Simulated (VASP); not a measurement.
# BeTe (F-43m) in VASP: notebook

BeTe is run at these levels: r2SCAN; tasks: single point.

Everything below comes from runs of VASP 6.6.1. Logs are shortened: lines on timing, memory, paths and dates and some standing lists are left out, and cuts for length are marked.

## 1. The cell of the first run

It takes space group F-43m (No. 216, cubic). The conventional cell has a = 5.331 Å, b = 5.331 Å, c = 5.331 Å, α = 90.00°, β = 90.00°, γ = 90.00°. Be (site symmetry -43m) has 4 Te at 2.31 Å within 3.1 Å. Within 3.1 Å of Te (site symmetry -43m) lie 4 Be at 2.31 Å.

## 2. Single point, r2SCAN

Contents of POSCAR:

```
BeTe
1.0
    2.6655708750      2.6655708750      0.0000000000
   -2.6655708750      2.6655708750      0.0000000000
    0.0000000000      2.6655708750      2.6655708750
Be Te
1 1
Direct
    0.0000000000      0.0000000000      0.0000000000
    0.7500000000      0.2500000000      0.5000000000
```

Contents of INCAR.step1:

```
  PREC = Accurate
  ENCUT = 520
  ISMEAR = 0
  SIGMA = 0.01
  LREAL = F
  LASPH = T
  NELM = 60
  NBANDS = 11
  GGA = PE
  ALGO = Normal
  EDIFF = 1E-4
  LWAVE = T
  LCHARG = F
```

Contents of INCAR.step2:

```
  PREC = Accurate
  ENCUT = 520
  EDIFF = 1E-6
  ISMEAR = 0
  SIGMA = 0.01
  LREAL = F
  LASPH = T
  NELM = 60
  ALGO = Normal
  ISIF = 2
  LWAVE = F
  LCHARG = T
  METAGGA = R2SCAN
  LMIXTAU = T
  LELF = T
  LVHAR = T
  NBANDS = 11
  ISTART = 1
```

Contents of KPOINTS:

```
Automatic mesh
0
Gamma
  8 8 8
```

Potentials or basis: VASP PAW PBE potentials, release 64 (Be, Te).

Command:

```
cat potpaw_PBE.64/Be/POTCAR potpaw_PBE.64/Te/POTCAR > POTCAR
cp INCAR.step1 INCAR
mpirun -np 1 vasp_std > vasp.out
cp INCAR.step2 INCAR
mpirun -np 1 vasp_std > vasp.out
```

OUTCAR:

```text
PREC = Accurate
   ENCUT = 520
   EDIFF = 1E-6
   ISMEAR = 0
   LREAL = F
   LASPH = T
   NELM = 60
   ISIF = 2
   METAGGA = R2SCAN
   ISTART = 1

 ion  position               nearest neighbor table
   1  0.000  0.000  0.000-   2 2.31   2 2.31   2 2.31   2 2.31
   2  0.750  0.250  0.500-   1 2.31   1 2.31   1 2.31   1 2.31

  LATTYP: Found a face centered cubic cell.
 ALAT       =     5.3311417500

  Lattice vectors:

 A1 = (   0.0000000000,   2.6655708750,   2.6655708750)
 A2 = (   2.6655708750,   0.0000000000,   2.6655708750)
 A3 = (   2.6655708750,   2.6655708750,   0.0000000000)

Analysis of symmetry for initial positions (statically):
=====================================================================
 Subroutine PRICEL returns:
 Original cell was already a primitive cell.

 Routine SETGRP: Setting up the symmetry group for a
 face centered cubic supercell.

 Subroutine GETGRP returns: Found 24 space group operations
 (whereof 24 operations were pure point group operations)
 out of a pool of 48 trial point group operations.

The static configuration has the point symmetry T_d .

Analysis of symmetry for dynamics (positions and initial velocities):
=====================================================================
 Subroutine PRICEL returns:
 Original cell was already a primitive cell.

 Routine SETGRP: Setting up the symmetry group for a
 face centered cubic supercell.

 Subroutine GETGRP returns: Found 24 space group operations
 (whereof 24 operations were pure point group operations)
 out of a pool of 48 trial point group operations.

The dynamic configuration has the point symmetry T_d .

 Subroutine INISYM returns: Found 24 space group operations
 (whereof 24 operations are pure point group operations),
 and found     1 'primitive' translations

----------------------------------------------------------------------------------------

                                     Primitive cell

  volume of cell :      37.8792

  direct lattice vectors                    reciprocal lattice vectors
     2.665570875  2.665570875  0.000000000     0.187577080  0.187577080 -0.187577080
    -2.665570875  2.665570875  0.000000000    -0.187577080  0.187577080 -0.187577080
     0.000000000  2.665570875  2.665570875     0.000000000  0.000000000  0.375154159

  length of vectors
     3.769686483  3.769686483  3.769686483     0.324893032  0.324893032  0.375154159
[... 87 lines left out ...]
   ISIF   =      2    stress and relaxation
   ISYM   =      2    0-nonsym 1-usesym 2-fastsym
   POTIM  = 0.5000    time-step for ionic-motion
   TEBEG  =    0.0;   TEEND  =   0.0 temperature during run
   PSTRESS=    0.0 pullay stress
   NELECT =       8.0000    total number of electrons
   NUPDOWN=      -1.0000    fix difference up-down
   EMIN   =  10.00;   EMAX   =-10.00  energy-range for DOS
   EFERMI =   0.00;   METHOD = LEGACY
   ISMEAR =     0;   SIGMA  =   0.01  broadening in eV -4-tet -1-fermi 0-gaus
   EFERMI_NEDOS =   21; number of points for ismear=-14 and -15
   IALGO  =     38    algorithm
   IMIX   =      4    mixing-type and parameters
     AMIX     =   0.40;   BMIX     =  1.00
     AMIX_MAG =   1.60;   BMIX_MAG =  1.00
  volume/ion in A,a.u.               =      18.94       127.81
  Fermi-wavevector in a.u.,A,eV,Ry     =   0.974925  1.842341 12.932052  0.950479
  Thomas-Fermi vector in A             =   2.105424
   LORBIT       =      0    0 simple, 1 ext, 2 COOP (PROOUT), +10 PAW based schemes
   METAGGA = R2SCAN    functional components
   LHFCALC =     F    Hartree Fock is set to
   AEXX    =    0.0000 exact exchange contribution
   IVDW    =     0    specifies the selected vdW correction
   LEPSILON=     F    determine dielectric tensor
   LRPA    =     F    only Hartree local field effects (RPA)
 non-spin polarized calculation
 Gauss-broadening in eV      SIGMA  =   0.01
  energy-cutoff  :      520.00
  volume of cell :       37.88
 maximum number of plane-waves:      1036
   NGX = 13   NGY = 13   NGZ = 13

 number of electron       8.0000000 magnetization

 Free energy of the ion-electron system (eV)
  ---------------------------------------------------
  ext. energy  EPLUGINS =         0.00000000
  ---------------------------------------------------
  free energy    TOTEN  =       -30.37434176 eV

  energy without entropy =      -30.37434176  energy(sigma->0) =      -30.37434176

 E-fermi :   7.0840     XC(G=0): -10.1902

 val. band max:        6.9849423194   @ k =   0.0000   0.0000   0.0000
 cond. band min:       8.8488609750   @ k =   0.5000   0.5000   0.0000
 fundamental gap:      1.8639186557
 Fermi energy:         7.0839633923

 k-point     1 :       0.0000    0.0000    0.0000
  band No.  band energies     occupation
      1      -7.0896      2.00000
      2       6.9849      2.00000
      3       6.9849      2.00000
      4       6.9849      2.00000
      5      10.7688      0.00000
      6      10.7688      0.00000
      7      10.7688      0.00000
      8      12.8714      0.00000
      9      16.2796      0.00000
     10      18.0417      0.00000
     11      18.0417      0.00000
[... 309 lines left out ...]
 k-point    24 :       0.5000    0.2500    0.1250
  band No.  band energies     occupation
      1      -4.8197      2.00000
      2       0.5395      2.00000
      3       3.3126      2.00000
      4       4.4495      2.00000
      5      11.4592      0.00000
      6      12.0159      0.00000
      7      14.7986      0.00000
      8      15.9255      0.00000
      9      16.3824      0.00000
     10      19.7036      0.00000
     11      20.4144      0.00000

 [... further k-points ...]

------------------------ aborting loop because EDIFF is reached ----------------------------------------

  FORCE on cell =-STRESS in cart. coord.  units (eV):
  Direction    XX          YY          ZZ          XY          YZ          ZX
  --------------------------------------------------------------------------------------
  -------------------------------------------------------------------------------------
  Total        3.6212056      3.6212056      3.6212056     -0.0000000     -0.0000000      0.0000000
  in kB      153.1662443    153.1662443    153.1662443     -0.0000000     -0.0000000      0.0000000
  external PRESSURE =     153.1662443 kB  Pullay stress =       0.0000000 kB

 VOLUME and BASIS-vectors are now :
 -----------------------------------------------------------------------------
  energy-cutoff  :      520.00
  volume of cell :       37.88
      direct lattice vectors                 reciprocal lattice vectors
     2.665570875  2.665570875  0.000000000     0.187577080  0.187577080 -0.187577080
    -2.665570875  2.665570875  0.000000000    -0.187577080  0.187577080 -0.187577080
     0.000000000  2.665570875  2.665570875     0.000000000  0.000000000  0.375154159

 POSITION                                       TOTAL-FORCE (eV/Angst)
 -----------------------------------------------------------------------------------
      0.00000      0.00000      0.00000        -0.000000      0.000000      0.000000
      1.33279      3.99836      1.33279         0.000000     -0.000000      0.000000
 -----------------------------------------------------------------------------------
    total drift:                               -0.000000      0.000000     -0.000000

  FREE ENERGIE OF THE ION-ELECTRON SYSTEM (eV)
  ---------------------------------------------------
  free  energy   TOTEN  =       -30.3743417584 eV

  energy  without entropy=      -30.3743417584  energy(sigma->0) =      -30.37434176
```

OUTCAR.step1:

```text
PREC = Accurate
   ENCUT = 520
   ISMEAR = 0
   LREAL = F
   LASPH = T
[... 556 lines left out ...]
 -----------------------------------------------------------------------------------
      0.00000      0.00000      0.00000        -0.000000     -0.000000      0.000000
      1.33279      3.99836      1.33279         0.000000      0.000000      0.000000
 -----------------------------------------------------------------------------------
    total drift:                               -0.000000      0.000000     -0.000000

  FREE ENERGIE OF THE ION-ELECTRON SYSTEM (eV)
  ---------------------------------------------------
  free  energy   TOTEN  =        -7.3171127199 eV

  energy  without entropy=       -7.3171127199  energy(sigma->0) =       -7.31711272
```

Run time: 32 s. Hardware: 1 thread of Intel Xeon Platinum 8559C (Emerald Rapids), shared host; peak memory 0.16 GiB.

Results:

```
Free energy            : -30.3743 eV
Pressure               : 15.3 GPa
Band gap on the k mesh : 1.86 eV, indirect (least direct gap 3.78 eV)
```

Caveat: the PAW data sets were made with another functional, which shifts forces and pressure a little; spin-orbit coupling is left out, which moves the levels of the heavy elements.

## 3. Single point, r2SCAN

This run uses another cell than the first one, of 19.87 Å³/atom, 1.049 times its volume.

Contents of POSCAR:

```
BeTe
1.0
    2.7082972216      2.7082972216      0.0000000000
   -2.7082972216      2.7082972216      0.0000000000
    0.0000000000      2.7082972216      2.7082972216
Be Te
1 1
Direct
    0.0000000000      0.0000000000      0.0000000000
    0.7500000000      0.2500000000      0.5000000000
```

Contents of INCAR.step1:

```
PREC = Accurate
ENCUT = 520
ISMEAR = 0
SIGMA = 0.01
LREAL = F
LASPH = T
NELM = 80
NBANDS = 11
GGA = PE
ALGO = Normal
EDIFF = 1E-4
LWAVE = T
LCHARG = F
```

Contents of INCAR.step2:

```
PREC = Accurate
ENCUT = 520
EDIFF = 1E-7
ISMEAR = 0
SIGMA = 0.01
LREAL = F
LASPH = T
NELM = 80
ALGO = Normal
ISIF = 2
LWAVE = F
LCHARG = F
METAGGA = R2SCAN
LMIXTAU = T
NBANDS = 11
ISTART = 1
```

KPOINTS is that of step 2.

Potentials or basis: VASP PAW PBE potentials, release 64 (Be, Te).

Command:

```
cat potpaw_PBE.64/Be/POTCAR potpaw_PBE.64/Te/POTCAR > POTCAR
cp INCAR.step1 INCAR
mpirun -np 1 vasp_std > vasp.out
cp INCAR.step2 INCAR
mpirun -np 1 vasp_std > vasp.out
```

Run time: 26 s. Hardware: 1 thread of Intel Xeon Platinum 8559C (Emerald Rapids), shared host; peak memory 0.16 GiB.

The run converged. Its results:

| Item | Value |
| --- | --- |
| Free energy | -30.5213 eV |
| Pressure | 10.3 GPa |
| Band gap on the k mesh | 2.01 eV, indirect (least direct gap 3.86 eV) |

Levels at points of the mesh, in eV from the valence-band top:
| k point | band 1 | band 2 | band 3 | band 4 | band 5 | band 6 | band 7 | band 8 | band 9 |
| --- | --- | --- | --- | --- | --- | --- | --- | --- | --- |
| (0.00, 0.00, 0.00) | -13.67 | 0.00 | 0.00 | 0.00 | 3.86 | 3.86 | 3.86 | 5.47 | 9.23 |
| (0.50, 0.00, 0.00) | -11.90 | -6.60 | -1.40 | -1.40 | 3.88 | 4.91 | 4.91 | 8.41 | 12.38 |
| (0.50, 0.50, 0.00) | -11.23 | -6.05 | -3.24 | -3.24 | 2.01 | 2.79 | 11.34 | 11.34 | 13.28 |

Caveat: the PAW data sets were made with another functional, which shifts forces and pressure a little; spin-orbit coupling is left out, which moves the levels of the heavy elements. A k mesh can miss the band edges.

## 4. Single point, r2SCAN

This run uses another cell than the first one, of 19.87 Å³/atom, 1.049 times its volume.

POSCAR is that of step 3.

Contents of INCAR.step1:

```
SYSTEM = BeTe
PREC = Accurate ; ENCUT = 520
ISMEAR = 0 ; SIGMA = 0.01
LREAL = .FALSE. ; LASPH = .TRUE.
NELM = 60 ; NBANDS = 11
GGA = PE ; ALGO = Normal
EDIFF = 1E-4 ; LWAVE = .TRUE.
LCHARG = .FALSE.
```

Contents of INCAR.step2:

```
SYSTEM = BeTe
PREC = Accurate ; ENCUT = 520
EDIFF = 1E-7 ; ISMEAR = 0
SIGMA = 0.01 ; LREAL = .FALSE.
LASPH = .TRUE. ; NELM = 60
ALGO = Normal ; ISIF = 2
LWAVE = .FALSE. ; LCHARG = .FALSE.
METAGGA = R2SCAN ; LMIXTAU = .TRUE.
NBANDS = 11 ; ISTART = 1
```

Contents of KPOINTS:

```
regular mesh
0
G
  8 8 8
  0 0 0
```

Potentials or basis: VASP PAW PBE potentials, release 64 (Be, Te).

Command:

```
cat potpaw_PBE.64/Be/POTCAR potpaw_PBE.64/Te/POTCAR > POTCAR
cp INCAR.step1 INCAR
mpirun -np 1 vasp_std > vasp.out
cp INCAR.step2 INCAR
mpirun -np 1 vasp_std > vasp.out
```

OUTCAR:

```text
SYSTEM = BeTe
   PREC = Accurate
   ENCUT = 520
   EDIFF = 1E-7
   ISMEAR = 0
   LREAL = .FALSE.
   LASPH = .TRUE.
   NELM = 60
   ISIF = 2
   METAGGA = R2SCAN
   ISTART = 1

 ion  position               nearest neighbor table
   1  0.000  0.000  0.000-   2 2.35   2 2.35   2 2.35   2 2.35
   2  0.750  0.250  0.500-   1 2.35   1 2.35   1 2.35   1 2.35

  LATTYP: Found a face centered cubic cell.
 ALAT       =     5.4165944432

  Lattice vectors:

 A1 = (   0.0000000000,   2.7082972216,   2.7082972216)
 A2 = (   2.7082972216,   0.0000000000,   2.7082972216)
 A3 = (   2.7082972216,   2.7082972216,   0.0000000000)
[... 513 lines left out ...]
      8      15.1582      0.00000
      9      15.6509      0.00000
     10      18.9774      0.00000
     11      19.5632      0.00000

 [... further k-points ...]
[... 5 lines left out ...]
  --------------------------------------------------------------------------------------
  -------------------------------------------------------------------------------------
  Total        2.5485576      2.5485576      2.5485576      0.0000000     -0.0000000      0.0000000
  in kB      102.7746664    102.7746664    102.7746664      0.0000000     -0.0000000      0.0000000
  external PRESSURE =     102.7746664 kB  Pullay stress =       0.0000000 kB

 VOLUME and BASIS-vectors are now :
 -----------------------------------------------------------------------------
  energy-cutoff  :      520.00
  volume of cell :       39.73
      direct lattice vectors                 reciprocal lattice vectors
     2.708297222  2.708297222  0.000000000     0.184617846  0.184617846 -0.184617846
    -2.708297222  2.708297222  0.000000000    -0.184617846  0.184617846 -0.184617846
     0.000000000  2.708297222  2.708297222     0.000000000  0.000000000  0.369235692

 POSITION                                       TOTAL-FORCE (eV/Angst)
 -----------------------------------------------------------------------------------
      0.00000      0.00000      0.00000         0.000000     -0.000000      0.000000
      1.35415      4.06245      1.35415        -0.000000      0.000000     -0.000000
 -----------------------------------------------------------------------------------
    total drift:                               -0.000000      0.000000     -0.000000

  FREE ENERGIE OF THE ION-ELECTRON SYSTEM (eV)
  ---------------------------------------------------
  free  energy   TOTEN  =       -30.5213232159 eV

  energy  without entropy=      -30.5213232159  energy(sigma->0) =      -30.52132322
```

OSZICAR.step1:

```text
N       E                     dE             d eps       ncg     rms          rms(c)
DAV:   1     0.196403151014E+02    0.19640E+02   -0.34383E+03   638   0.589E+02
DAV:   2    -0.657310013563E+01   -0.26213E+02   -0.24838E+02   827   0.951E+01
DAV:   3    -0.769257530810E+01   -0.11195E+01   -0.11171E+01   837   0.207E+01
DAV:   4    -0.770377272573E+01   -0.11197E-01   -0.11195E-01   775   0.235E+00
DAV:   5    -0.770399001042E+01   -0.21728E-03   -0.21728E-03   856   0.312E-01    0.496E+00
DAV:   6    -0.751225746540E+01    0.19173E+00   -0.24719E-01   765   0.213E+00    0.292E+00
DAV:   7    -0.746053155653E+01    0.51726E-01   -0.16173E-01   772   0.180E+00    0.675E-01
DAV:   8    -0.746076965194E+01   -0.23810E-03   -0.86190E-03   734   0.553E-01    0.108E-01
DAV:   9    -0.746102097084E+01   -0.25132E-03   -0.43485E-04   776   0.123E-01    0.423E-02
DAV:  10    -0.746108000802E+01   -0.59037E-04   -0.81609E-05   718   0.478E-02
   1 F= -.74610800E+01 E0= -.74610800E+01  d E =-.114588E-52
```

Wall time 28 s (1 thread of Intel Xeon Platinum 8559C (Emerald Rapids), shared host); peak memory 0.17 GiB.

Results:

| Quantity | Value |
| --- | --- |
| Free energy | -30.5213 eV |
| Pressure | 10.3 GPa |
| Band gap on the k mesh | 2.01 eV, indirect (least direct gap 3.86 eV) |

Levels at points of the mesh, in eV from the valence-band top:
```
           k point  band 2  band 3  band 4  band 5  band 6  band 7
(0.00, 0.00, 0.00)    0.00    0.00    0.00    3.86    3.86    3.86
(0.50, 0.00, 0.00)   -6.60   -1.40   -1.40    3.88    4.91    4.91
(0.50, 0.50, 0.00)   -6.05   -3.24   -3.24    2.01    2.79   11.34
```

Caveat: the PAW data sets were made with another functional, which shifts forces and pressure a little; spin-orbit coupling is left out, which moves the levels of the heavy elements. A k mesh can miss the band edges.

## 5. Single point, r2SCAN

This run uses another cell than the first one, of 20.54 Å³/atom, 1.084 times its volume.

Contents of POSCAR:

```
BeTe
1.0
    2.7386024349      2.7386024349      0.0000000000
   -2.7386024349      2.7386024349      0.0000000000
    0.0000000000      2.7386024349      2.7386024349
Be Te
1 1
Direct
    0.0000000000      0.0000000000      0.0000000000
    0.7500000000      0.2500000000      0.5000000000
```

Contents of INCAR.step1:

```
SYSTEM = BeTe
PREC = Accurate
ENCUT = 520
ISMEAR = 0
SIGMA = 0.01
LREAL = .False.
LASPH = .True.
NELM = 80
NBANDS = 11
GGA = PE
ALGO = Normal
EDIFF = 1E-4
LWAVE = .True.
LCHARG = .False.
```

Contents of INCAR.step2:

```
SYSTEM = BeTe
PREC = Accurate
ENCUT = 520
EDIFF = 1E-6
ISMEAR = 0
SIGMA = 0.01
LREAL = .False.
LASPH = .True.
NELM = 80
ALGO = Normal
ISIF = 2
LWAVE = .False.
LCHARG = .False.
METAGGA = R2SCAN
LMIXTAU = .True.
NBANDS = 11
ISTART = 1
```

Contents of KPOINTS:

```
regular mesh
0
Gamma
  8 8 8
  0 0 0
```

Command:

```
cat potpaw_PBE.64/Be/POTCAR potpaw_PBE.64/Te/POTCAR > POTCAR
cp INCAR.step1 INCAR
mpirun -np 1 vasp_std > vasp.out
cp INCAR.step2 INCAR
mpirun -np 1 vasp_std > vasp.out
```

Wall time 31 s (1 thread of Intel Xeon Platinum 8559C (Emerald Rapids), shared host); peak memory 0.17 GiB.

The run converged. Its results:

```
Free energy            : -30.5948 eV
Pressure               : 7.2 GPa
Band gap on the k mesh : 2.11 eV, indirect (least direct gap 3.91 eV)
```

Levels at points of the mesh, in eV from the valence-band top:
```tsv
k point	band 1	band 2	band 3	band 4	band 5	band 6	band 7	band 8
(0.00, 0.00, 0.00)	-13.41	0.00	0.00	0.00	3.91	3.91	3.91	5.19
(0.50, 0.00, 0.00)	-11.73	-6.35	-1.33	-1.33	3.79	4.95	4.95	8.44
(0.50, 0.50, 0.00)	-11.10	-5.84	-3.09	-3.09	2.11	2.85	11.12	11.12
```

Caveat: the PAW data sets were made with another functional, which shifts forces and pressure a little; spin-orbit coupling is left out, which moves the levels of the heavy elements. r2SCAN opens gaps a little over a GGA but as a rule still falls short of measured ones.

## 6. The runs side by side

| cell | gap on the mesh (eV) | pressure (GPa) |
| --- | --- | --- |
| a = 3.770 Å, angles 60.0, 60.0, 90.0°, 2 atoms | 1.86 | 15.3 |
| a = 3.830 Å, angles 60.0, 60.0, 90.0°, 2 atoms | 2.01 | 10.3 |
| a = 3.873 Å, angles 60.0, 60.0, 90.0°, 2 atoms | 2.11 | 7.2 |

Alike in all rows: task single point; level r2SCAN; potentials or basis VASP PAW PBE potentials, release 64 (Be, Te); no spin polarisation; k mesh 8 × 8 × 8; cutoff (eV) 520; smearing gaussian 0.01 eV.

Caveats: the PAW data sets were made with another functional, which shifts forces and pressure a little; spin-orbit coupling is left out, which moves the levels of the heavy elements.

Total energies depend on the potentials used, so only differences within one code and one set of settings carry meaning.
